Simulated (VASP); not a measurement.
# TiBeH2 (P4/mmm) in VASP: a series of runs, part 2 of 2

VASP 6.6.1.

## (5) Relaxation of cell and atoms, PBE

INCAR reads:

```
SYSTEM = TiBeH2
PREC = Accurate ; ENCUT = 600
EDIFF = 1E-6 ; ISMEAR = 0
SIGMA = 0.1 ; LREAL = .FALSE.
LASPH = .TRUE. ; NELM = 80
ALGO = Normal ; ISIF = 3
LWAVE = .FALSE. ; LCHARG = .FALSE.
GGA = PE ; IBRION = 2
NSW = 100 ; EDIFFG = -0.01
```

KPOINTS reads:

```
regular mesh
0
G
  16 16 12
  0 0 0
```

POSCAR reads:

```
TiBeH2
1.0
    2.7981979369      0.0000000000      0.0000000000
    0.0000000000      2.7981979369      0.0000000000
    0.0000000000      0.0000000000      3.7275863048
Ti Be H
1 1 2
Direct
    0.5000000000      0.5000000000      0.5000000000
    0.0000000000      0.0000000000      0.0000000000
    0.0000000000      0.0000000000      0.5000000000
    0.5000000000      0.5000000000      0.0000000000
```

Potentials or basis: VASP PAW PBE potentials, release 64 (Ti_sv, Be, H).

On the command line:

```
cat potpaw_PBE.64/Ti_sv/POTCAR potpaw_PBE.64/Be/POTCAR potpaw_PBE.64/H/POTCAR > POTCAR
mpirun -np 1 vasp_std > vasp.out
```

OUTCAR:

```text
SYSTEM = TiBeH2
   PREC = Accurate
   ENCUT = 600
   EDIFF = 1E-6
   ISMEAR = 0
   LREAL = .FALSE.
   LASPH = .TRUE.
   NELM = 80
   ISIF = 3
   GGA = PE
   IBRION = 2
   NSW = 100
   EDIFFG = -0.01

 ion  position               nearest neighbor table
   1  0.500  0.500  0.500-   4 1.86   4 1.86
   2  0.000  0.000  0.000-
   3  0.000  0.000  0.500-
   4  0.500  0.500  0.000-   1 1.86   1 1.86

  LATTYP: Found a simple tetragonal cell.
 ALAT       =     2.7981979369
 C/A-ratio  =     1.3321381792

  Lattice vectors:

 A1 = (   2.7981979369,   0.0000000000,   0.0000000000)
 A2 = (   0.0000000000,   2.7981979369,   0.0000000000)
 A3 = (   0.0000000000,   0.0000000000,   3.7275863048)

Analysis of symmetry for initial positions (statically):
=====================================================================
 Subroutine PRICEL returns:
 Original cell was already a primitive cell.

 Routine SETGRP: Setting up the symmetry group for a
 simple tetragonal supercell.

 Subroutine GETGRP returns: Found 16 space group operations
 (whereof 16 operations were pure point group operations)
 out of a pool of 16 trial point group operations.

The static configuration has the point symmetry D_4h.

Analysis of symmetry for dynamics (positions and initial velocities):
[... 278 lines left out ...]

 number of electron      15.9999995 magnetization

 Free energy of the ion-electron system (eV)
  ---------------------------------------------------
  ext. energy  EPLUGINS =         0.00000000
  ---------------------------------------------------
  free energy    TOTEN  =       -18.55849974 eV

  energy without entropy =      -18.55551774  energy(sigma->0) =      -18.55700874

 E-fermi :   7.9261     XC(G=0): -11.4114

 val. band max:        7.9121595133   @ k =   0.5000   0.4375   0.0000
 cond. band min:       7.9287058111   @ k =   0.4375   0.2500   0.0833
 fundamental gap:      0.0165462978
 Fermi energy:         7.9260741033

 k-point     1 :       0.0000    0.0000    0.0000
  band No.  band energies     occupation
      1     -48.7101      2.00000
      2     -25.0839      2.00000
      3     -24.7156      2.00000
      4     -24.7156      2.00000
      5      -3.2812      2.00000
      6       1.6112      2.00000
      7       6.7104      2.00000
      8       7.6780      1.99955
      9      10.1565      0.00000
     10      10.1565      0.00000
     11      10.9815      0.00000
     12      13.7549      0.00000
[... 331 lines left out ...]
 k-point    24 :       0.5000    0.1250    0.0000
  band No.  band energies     occupation
      1     -48.6322      2.00000
      2     -25.2684      2.00000
      3     -25.0111      2.00000
      4     -24.7401      2.00000
      5       0.2398      2.00000
      6       0.8392      2.00000
      7       6.1675      2.00000
      8       6.7379      2.00000
      9       8.0151      0.20804
     10       9.9463      0.00000
     11      11.1056      0.00000
     12      12.1326      0.00000

 [... further k-points ...]

------------------------ aborting loop because EDIFF is reached ----------------------------------------

  FORCE on cell =-STRESS in cart. coord.  units (eV):
  Direction    XX          YY          ZZ          XY          YZ          ZX
  --------------------------------------------------------------------------------------
  -------------------------------------------------------------------------------------
  Total        0.0148616      0.0148616      0.0079918      0.0000000      0.0000000      0.0000000
  in kB        0.8171534      0.8171534      0.4394238      0.0000000      0.0000000      0.0000000
  external PRESSURE =       0.6912435 kB  Pullay stress =       0.0000000 kB
[... 19 lines left out ...]
  FREE ENERGIE OF THE ION-ELECTRON SYSTEM (eV)
  ---------------------------------------------------
  free  energy   TOTEN  =       -18.5584997380 eV

  energy  without entropy=      -18.5555177365  energy(sigma->0) =      -18.55700874

 reached required accuracy - stopping structural energy minimisation
```

OSZICAR:

```text
N       E                     dE             d eps       ncg     rms          rms(c)
DAV:   1     0.121182830707E+03    0.12118E+03   -0.96389E+03  7560   0.167E+03
DAV:   2    -0.887802867792E+01   -0.13006E+03   -0.12566E+03  7664   0.387E+02
[... 30 lines left out ...]
DAV:   1    -0.185589468209E+02   -0.48939E-03   -0.98985E-03  9724   0.163E+00    0.191E-01
DAV:   2    -0.185585468890E+02    0.39993E-03   -0.25436E-03  9456   0.732E-01    0.468E-02
DAV:   3    -0.185584939873E+02    0.52902E-04   -0.25811E-04  9980   0.178E-01    0.178E-02
DAV:   4    -0.185584945282E+02   -0.54088E-06   -0.59959E-05 10892   0.635E-02    0.106E-02
DAV:   5    -0.185584995469E+02   -0.50188E-05   -0.12708E-05 10144   0.256E-02    0.244E-03
DAV:   6    -0.185584997380E+02   -0.19108E-06   -0.22418E-06  7364   0.101E-02
   4 F= -.18558500E+02 E0= -.18557009E+02  d E =-.414843E-04
```

Wall time 4.6 min (1 thread of Intel Xeon Platinum 8259CL at 2.50GHz (Skylake/Cascade Lake), shared host); peak memory 0.29 GiB.

What came out:

- Free energy: -18.5585 eV
- Relaxed volume: 7.28 Å³/atom
- Relaxed cell: a = 2.803 Å, b = 2.803 Å, c = 3.708 Å, α = 90.00°, β = 90.00°, γ = 90.00°
- Space group after relaxing (to 0.05 Å): P4/mmm (No. 123)
- Energy gained by relaxing: 0.2 meV/atom
- Ionic steps: 4
- Pressure after relaxing: 0.1 GPa
- Band gap on the k mesh: zero (band 8 reaches 8.59 eV, above the bottom of band 9 at 7.37 eV)

The path:
```csv
step,energy change (eV),largest force (eV/Å),pressure (GPa),volume (Å³)
1,0.0000,0.0000,-0.25,29.19
2,-0.0006,0.0000,0.02,29.14
3,-0.0007,0.0000,0.20,29.10
4,-0.0007,0.0000,0.07,29.14
```

Final structure:
```
Ti Be H
1.0
     2.80337    0.00000    0.00000
     0.00000    2.80337    0.00000
     0.00000    0.00000    3.70775
Ti Be H
1 1 2
Direct
  0.50000 0.50000 0.50000
  0.00000 0.00000 0.00000
  0.00000 0.00000 0.50000
  0.50000 0.50000 0.00000
```

Levels at points of the mesh, in eV from the Fermi level:
| k point | band 4 | band 5 | band 6 | band 7 | band 8 | band 9 | band 10 | band 11 | band 12 |
| --- | --- | --- | --- | --- | --- | --- | --- | --- | --- |
| (0.00, 0.00, 0.00) | -32.64 | -11.21 | -6.31 | -1.22 | -0.25 | 2.23 | 2.23 | 3.06 | 5.83 |
| (0.50, 0.00, 0.00) | -32.59 | -7.95 | -7.00 | -1.97 | -1.51 | 0.93 | 2.05 | 2.54 | 4.28 |
| (0.50, 0.50, 0.00) | -32.89 | -7.67 | -5.35 | -1.29 | -1.29 | 0.12 | 0.12 | 4.02 | 4.15 |
| (0.00, 0.00, 0.50) | -32.64 | -9.15 | -8.67 | -1.04 | 0.60 | 1.29 | 1.29 | 3.08 | 5.28 |
| (0.50, 0.00, 0.50) | -32.59 | -6.40 | -6.35 | -4.62 | -1.59 | 1.19 | 1.61 | 2.16 | 5.02 |
| (0.50, 0.50, 0.50) | -32.95 | -7.63 | -3.33 | -2.98 | -2.98 | 2.04 | 2.28 | 4.15 | 4.62 |

## (6) The runs side by side

| task | cell | k mesh | cutoff (eV) | smearing | gap on the mesh (eV) | pressure (GPa) |
| --- | --- | --- | --- | --- | --- | --- |
| relaxation of cell and atoms | relaxed from a = 2.798, b = 2.798, c = 3.728 Å, 4 atoms | 6 × 6 × 6 | 600 | gaussian 0.1 eV | none | -0.1 |
| single point | a = 2.804, b = 2.804, c = 3.707 Å, 4 atoms | 16 × 16 × 12 | 520 | gaussian 0.1 eV | none | -0.1 |
| single point | a = 2.804, b = 3.707, c = 5.608 Å, 8 atoms | 8 × 6 × 4 | 520 | gaussian 0.2 eV | none | -0.2 |
| relaxation of cell and atoms | relaxed from a = 2.798, b = 2.798, c = 3.728 Å, 4 atoms | 16 × 16 × 12 | 600 | gaussian 0.1 eV | none | 0.1 |

Alike in all rows: level PBE; potentials or basis VASP PAW PBE potentials, release 64 (Ti_sv, Be, H); no spin polarisation.

Caveats: some runs use coarse meshes; the relaxation stopped at its first step, so nothing moved (some runs).

Absolute energies hang on the potentials; compare differences alone.
